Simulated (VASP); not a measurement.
# Mg4Se (I4mm) in VASP: single point with PBE

Aim: the single point of Mg4Se with PBE.

Everything below comes from runs of VASP 6.6.1. Logs are shortened: lines on timing, memory, paths and dates and some standing lists are left out, and cuts for length are marked.

### 1 The cell of the first run

The structure is tetragonal, space group I4mm (No. 107). Conventional cell: a = 7.648 Å, b = 7.648 Å, c = 4.513 Å, α = 90.00°, β = 90.00°, γ = 90.00°. Mg (site symmetry m) has 1 Se at 2.63 Å and 7 Mg at 3.06 to 3.24 Å within 3.5 Å. Within 3.5 Å of Se (site symmetry 4mm) lie 4 Mg at 2.63 Å.

The cell was built from a structure type or drawn by symmetry, and may not be a known phase.

### 2 Single point, PBE

File INCAR:

```
SYSTEM = Mg4Se
ALGO = Normal
EDIFF = 1E-6
ENCUT = 600
GGA = PE
GGA_COMPAT = .FALSE.
ISIF = 2
ISMEAR = 0
LASPH = .TRUE.
LCHARG = .FALSE.
LREAL = .FALSE.
LWAVE = .FALSE.
NBANDS = 15
NELM = 120
PREC = Accurate
SIGMA = 0.2
```

File KPOINTS:

```
k-points
0
G
  4 4 4
  0 0 0
```

File POSCAR:

```
Mg4Se
1.0
   -3.8240284986      3.8240284986      2.2567178248
    3.8240284986     -3.8240284986      2.2567178248
    3.8240284986      3.8240284986     -2.2567178248
Mg Se
4 1
Direct
    0.9396296666      0.6399434289      0.7003137623
    0.9396296666      0.2393159043      0.2996862377
    0.6399434289      0.9396296666      0.7003137623
    0.2393159043      0.9396296666      0.2996862377
    0.2269210636      0.2269210636      0.0000000000
```

Potentials or basis: VASP PAW PBE potentials, release 64 (Mg, Se).

On the command line:

```
$ cat potpaw_PBE.64/Mg/POTCAR potpaw_PBE.64/Se/POTCAR > POTCAR
$ mpirun -np 1 vasp_std > vasp.out
```

OUTCAR:

```text
SYSTEM = Mg4Se
   EDIFF = 1E-6
   ENCUT = 600
   GGA = PE
   ISIF = 2
   ISMEAR = 0
   LASPH = .TRUE.
   LREAL = .FALSE.
   NELM = 120
   PREC = Accurate

 ion  position               nearest neighbor table
   1  0.940  0.640  0.700-   5 2.63   2 3.06   3 3.13   4 3.13   3 3.13   4 3.13   3 3.24   4 3.24

   2  0.940  0.239  0.300-   5 2.63   1 3.06   3 3.13   3 3.13   4 3.13   4 3.13   3 3.24   4 3.24

   3  0.640  0.940  0.700-   5 2.63   4 3.06   2 3.13   1 3.13   1 3.13   2 3.13   2 3.24   1 3.24

   4  0.239  0.940  0.300-   5 2.63   3 3.06   1 3.13   1 3.13   2 3.13   2 3.13   1 3.24   2 3.24

   5  0.227  0.227  0.000-   1 2.63   3 2.63   2 2.63   4 2.63

  LATTYP: Found a body centered tetragonal cell.
 ALAT       =     7.6480569972
 C/A-ratio  =     0.5901414766

  Lattice vectors:

 A1 = (  -3.8240284986,   3.8240284986,   2.2567178248)
 A2 = (   3.8240284986,  -3.8240284986,   2.2567178248)
 A3 = (   3.8240284986,   3.8240284986,  -2.2567178248)

Analysis of symmetry for initial positions (statically):
=====================================================================
 Subroutine PRICEL returns:
 Original cell was already a primitive cell.

 Routine SETGRP: Setting up the symmetry group for a
 body centered tetragonal supercell.

 Subroutine GETGRP returns: Found  8 space group operations
 (whereof  8 operations were pure point group operations)
 out of a pool of 16 trial point group operations.

The static configuration has the point symmetry C_4v.

Analysis of symmetry for dynamics (positions and initial velocities):
=====================================================================
 Subroutine PRICEL returns:
 Original cell was already a primitive cell.

 Routine SETGRP: Setting up the symmetry group for a
 body centered tetragonal supercell.

 Subroutine GETGRP returns: Found  8 space group operations
 (whereof  8 operations were pure point group operations)
 out of a pool of 16 trial point group operations.

The dynamic configuration has the point symmetry C_4v.

 Subroutine INISYM returns: Found  8 space group operations
 (whereof  8 operations are pure point group operations),
 and found     1 'primitive' translations

----------------------------------------------------------------------------------------

                                     Primitive cell

  volume of cell :     132.0017

  direct lattice vectors                    reciprocal lattice vectors
    -3.824028499  3.824028499  2.256717825     0.000000000  0.130752164  0.221560708
     3.824028499 -3.824028499  2.256717825     0.130752164  0.000000000  0.221560708
     3.824028499  3.824028499 -2.256717825     0.130752164  0.130752164  0.000000000

  length of vectors
     5.859962735  5.859962735  5.859962735     0.257264991  0.257264991  0.184911483

  position of ions in fractional coordinates (direct lattice)
     0.939629667  0.639943429  0.700313762
     0.939629667  0.239315904  0.299686238
     0.639943429  0.939629667  0.700313762
     0.239315904  0.939629667  0.299686238
     0.226921064  0.226921064  0.000000000

  ion indices of the primitive-cell ions
   primitive index   ion index
                 1           1
                 2           2
                 3           3
                 4           4
                 5           5

----------------------------------------------------------------------------------------

 KPOINTS: k-points

Automatic generation of k-mesh.
 Grid dimensions read from file:
 generate k-points for:    4    4    4

 Generating k-lattice:

  Cartesian coordinates                     Fractional coordinates (reciprocal lattice)
     0.000000000  0.032688041  0.055390177     0.250000000  0.000000000 -0.000000000
     0.032688041  0.000000000  0.055390177     0.000000000  0.250000000 -0.000000000
     0.032688041  0.032688041  0.000000000     0.000000000  0.000000000  0.250000000

  Length of vectors
     0.064316248  0.064316248  0.046227871

  Shift w.r.t. Gamma in fractional coordinates (k-lattice)
     0.000000000  0.000000000  0.000000000

 Subroutine IBZKPT returns following result:
 ===========================================

 Found     13 irreducible k-points:

 Following reciprocal coordinates:
            Coordinates               Weight
  0.000000  0.000000  0.000000      1.000000
  0.250000  0.000000  0.000000      8.000000
  0.500000  0.000000  0.000000      4.000000
  0.250000  0.250000  0.000000      8.000000
  0.500000  0.250000  0.000000     16.000000
 -0.250000  0.250000  0.000000      4.000000
  0.500000  0.500000  0.000000      2.000000
  0.250000  0.250000  0.250000      2.000000
 -0.250000  0.250000  0.250000      4.000000
  0.500000  0.500000  0.250000      4.000000
 -0.250000  0.500000  0.250000      8.000000
 -0.250000 -0.250000  0.250000      2.000000
  0.500000  0.500000  0.500000      1.000000
   k-points           NKPTS =     13   k-points in BZ     NKDIM =     13   number of bands    NBANDS=     15
   number of dos      NEDOS =    301   number of ions     NIONS =      5
   total plane-waves  NPLWV = 110592
   dimension x,y,z NGX =    48 NGY =   48 NGZ =   48
   dimension x,y,z NGXF=    96 NGYF=   96 NGZF=   96
   ions per type =               4   1
   NGX,Y,Z   is equivalent  to a cutoff of  13.62, 13.62, 13.62 a.u.
   NGXF,Y,Z  is equivalent  to a cutoff of  27.24, 27.24, 27.24 a.u.
 SYSTEM =  Mg4Se
   PREC   = accura    normal or accurate (medium, high low for compatibility)
   ISTART =      0    job   : 0-new  1-cont  2-samecut
   ICHARG =      2    charge: 1-file 2-atom 10-const
   ISPIN  =      1    spin polarized calculation?
   LNONCOLLINEAR =      F non collinear calculations
   LSORBIT =      F    spin-orbit coupling
   LASPH  =      T    aspherical Exc in radial PAW
   ENCUT  =  600.0 eV  44.10 Ry    6.64 a.u.  11.70 11.70 11.70*2*pi/ulx,y,z
   NELM   =    120;   NELMIN=  2; NELMDL= -5     # of ELM steps
   EDIFF  = 0.1E-05   stopping-criterion for ELM
   LREAL  =      F    real-space projection
   EDIFFG = 0.1E-04   stopping-criterion for IOM
   NSW    =      0    number of steps for IOM
   IBRION =     -1    ionic relax: 0-MD 1-quasi-New 2-CG
   NFREE  =      0    steps in history (QN), initial steepest desc. (CG)
   ISIF   =      2    stress and relaxation
   ISYM   =      2    0-nonsym 1-usesym 2-fastsym
   POTIM  = 0.5000    time-step for ionic-motion
   TEBEG  =    0.0;   TEEND  =   0.0 temperature during run
   PSTRESS=    0.0 pullay stress
   NELECT =      14.0000    total number of electrons
   NUPDOWN=      -1.0000    fix difference up-down
   EMIN   =  10.00;   EMAX   =-10.00  energy-range for DOS
   EFERMI =   0.00;   METHOD = LEGACY
   ISMEAR =     0;   SIGMA  =   0.20  broadening in eV -4-tet -1-fermi 0-gaus
   EFERMI_NEDOS =   21; number of points for ismear=-14 and -15
   IALGO  =     38    algorithm
   IMIX   =      4    mixing-type and parameters
     AMIX     =   0.40;   BMIX     =  1.00
     AMIX_MAG =   1.60;   BMIX_MAG =  1.00
  volume/ion in A,a.u.               =      26.40       178.16
  Fermi-wavevector in a.u.,A,eV,Ry     =   0.774921  1.464389  8.170343  0.600503
  Thomas-Fermi vector in A             =   1.877080
   LORBIT       =      0    0 simple, 1 ext, 2 COOP (PROOUT), +10 PAW based schemes
   GGA     = PE    functional components
   LHFCALC =     F    Hartree Fock is set to
   AEXX    =    0.0000 exact exchange contribution
   IVDW    =     0    specifies the selected vdW correction
   LEPSILON=     F    determine dielectric tensor
   LRPA    =     F    only Hartree local field effects (RPA)
 non-spin polarized calculation
 Gauss-broadening in eV      SIGMA  =   0.20
  energy-cutoff  :      600.00
  volume of cell :      132.00
 maximum number of plane-waves:      4424
 NGX is ok and might be reduce to    48
   NGX = 23   NGY = 23   NGZ = 23

 number of electron      13.9999999 magnetization

 Free energy of the ion-electron system (eV)
  ---------------------------------------------------
  ext. energy  EPLUGINS =         0.00000000
  ---------------------------------------------------
  free energy    TOTEN  =        -9.84428258 eV

  energy without entropy =       -9.79028038  energy(sigma->0) =       -9.81728148

 E-fermi :   2.2843     XC(G=0):  -8.1647

 val. band max:        2.1869682670   @ k =  -0.2500   0.5000   0.2500
 cond. band min:       2.3600063337   @ k =   0.2500   0.2500   0.2500
 fundamental gap:      0.1730380667
 Fermi energy:         2.2843242569

 k-point     1 :       0.0000    0.0000    0.0000
  band No.  band energies     occupation
      1     -11.0189      2.00000
      2      -2.8301      2.00000
      3      -1.6982      2.00000
      4      -1.6982      2.00000
      5      -0.3532      2.00000
      6       1.4934      2.00000
      7       3.0689      0.00000
      8       3.2973      0.00000
      9       3.2973      0.00000
     10       4.2415      0.00000
     11       5.4969      0.00000
     12       5.4969      0.00000
     13       5.5846      0.00000
     14       6.0848      0.00000
     15       6.5664      0.00000

 k-point     2 :       0.2500    0.0000    0.0000
  band No.  band energies     occupation
      1     -10.9503      2.00000
      2      -2.8000      2.00000
      3      -1.7249      2.00000
      4      -1.4148      2.00000
      5      -0.7464      2.00000
      6       1.7052      1.99996
      7       1.7787      1.99965
      8       2.5291      0.08346
      9       3.2564      0.00000
     10       3.6940      0.00000
     11       4.6499      0.00000
     12       4.9866      0.00000
     13       6.8673      0.00000
     14       7.3666      0.00000
     15       8.3511      0.00000

 k-point     3 :       0.5000    0.0000    0.0000
  band No.  band energies     occupation
      1     -10.8796      2.00000
      2      -2.5735      2.00000
      3      -1.7063      2.00000
      4      -1.6409      2.00000
      5      -0.8031      2.00000
      6       0.5633      2.00000
      7       1.4585      2.00000
      8       2.6842      0.00469
      9       3.3211      0.00000
     10       3.8090      0.00000
     11       5.0685      0.00000
     12       5.8070      0.00000
     13       6.9068      0.00000
     14       7.0909      0.00000
     15       7.6172      0.00000

 k-point     4 :       0.2500    0.2500    0.0000
  band No.  band energies     occupation
      1     -10.8796      2.00000
      2      -2.4760      2.00000
      3      -1.9646      2.00000
      4      -1.6598      2.00000
      5      -0.2689      2.00000
      6       0.0280      2.00000
      7       1.9330      1.98701
      8       2.4596      0.21519
      9       2.9910      0.00000
     10       4.4908      0.00000
     11       4.5114      0.00000
     12       5.6145      0.00000
     13       6.4899      0.00000
     14       7.8759      0.00000
     15       7.8982      0.00000
[... 109 lines left out ...]
 k-point    11 :      -0.2500    0.5000    0.2500
  band No.  band energies     occupation
      1     -10.9202      2.00000
      2      -2.6509      2.00000
      3      -2.2384      2.00000
      4      -1.5245      2.00000
      5      -1.0596      2.00000
      6       1.3019      2.00000
      7       2.0576      1.89111
      8       2.1870      1.50881
      9       4.8817      0.00000
     10       4.8863      0.00000
     11       5.5173      0.00000
     12       6.2488      0.00000
     13       6.8941      0.00000
     14       7.2400      0.00000
     15       7.4939      0.00000

 k-point    12 :      -0.2500   -0.2500    0.2500
  band No.  band energies     occupation
      1     -10.8806      2.00000
      2      -2.4536      2.00000
      3      -1.7357      2.00000
      4      -1.7357      2.00000
      5      -0.2698      2.00000
      6      -0.2371      2.00000
      7       1.8819      1.99556
      8       1.8819      1.99556
      9       3.1763      0.00000
     10       5.0565      0.00000
     11       5.0565      0.00000
     12       5.5569      0.00000
     13       7.0278      0.00000
     14       7.8167      0.00000
     15       8.1730      0.00000

 k-point    13 :       0.5000    0.5000    0.5000
  band No.  band energies     occupation
      1     -10.9596      2.00000
      2      -2.6199      2.00000
      3      -2.6199      2.00000
      4      -2.0625      2.00000
      5      -0.5561      2.00000
      6       2.3785      0.50541
      7       2.3995      0.41523
      8       2.3995      0.41523
      9       4.3955      0.00000
     10       5.2034      0.00000
     11       6.9276      0.00000
     12       7.4315      0.00000
     13       7.4538      0.00000
     14       7.4538      0.00000
     15       7.9844      0.00000

------------------------ aborting loop because EDIFF is reached ----------------------------------------

  FORCE on cell =-STRESS in cart. coord.  units (eV):
  Direction    XX          YY          ZZ          XY          YZ          ZX
  --------------------------------------------------------------------------------------
  -------------------------------------------------------------------------------------
  Total        0.3345663      0.3345663      0.0711584      0.0000000     -0.0000000      0.0000000
  in kB        4.0608159      4.0608159      0.8636893      0.0000000     -0.0000000      0.0000000
  external PRESSURE =       2.9951071 kB  Pullay stress =       0.0000000 kB

 VOLUME and BASIS-vectors are now :
 -----------------------------------------------------------------------------
  energy-cutoff  :      600.00
  volume of cell :      132.00
      direct lattice vectors                 reciprocal lattice vectors
    -3.824028499  3.824028499  2.256717825     0.000000000  0.130752164  0.221560708
     3.824028499 -3.824028499  2.256717825     0.130752164  0.000000000  0.221560708
     3.824028499  3.824028499 -2.256717825     0.130752164  0.130752164  0.000000000

 POSITION                                       TOTAL-FORCE (eV/Angst)
 -----------------------------------------------------------------------------------
      1.53201      3.82403      1.98424        -0.003230      0.000000      0.005103
     -1.53201      3.82403      1.98424         0.003230      0.000000      0.005103
      3.82403      1.53201      1.98424         0.000000     -0.003230      0.005103
      3.82403     -1.53201      1.98424         0.000000      0.003230      0.005103
      0.00000      0.00000      1.02419        -0.000000     -0.000000     -0.020413
 -----------------------------------------------------------------------------------
    total drift:                               -0.000000     -0.000000      0.000760

  FREE ENERGIE OF THE ION-ELECTRON SYSTEM (eV)
  ---------------------------------------------------
  free  energy   TOTEN  =        -9.8442825830 eV

  energy  without entropy=       -9.7902803781  energy(sigma->0) =       -9.81728148
```

Wall time 46 s (1 thread of Intel Xeon Platinum 8488C (Sapphire Rapids), shared host); peak memory 0.32 GiB.

Results:

| Quantity | Value |
| --- | --- |
| Free energy | -9.8443 eV |
| Pressure | 0.3 GPa |
| Largest force | 0.020 eV/Å |
| Band gap on the k mesh | zero (bands 7 and 8 overlap by 1.19 eV) |

Forces in eV/Å, atoms in the order of the input:
```
Mg  -0.003  0.000  0.005
Mg   0.003  0.000  0.005
Mg   0.000 -0.003  0.005
Mg   0.000  0.003  0.005
Se   0.000  0.000 -0.020
```

Caveat: the k points lie up to 0.40 Å⁻¹ apart, too coarse for converged energies and pressures of a metal.
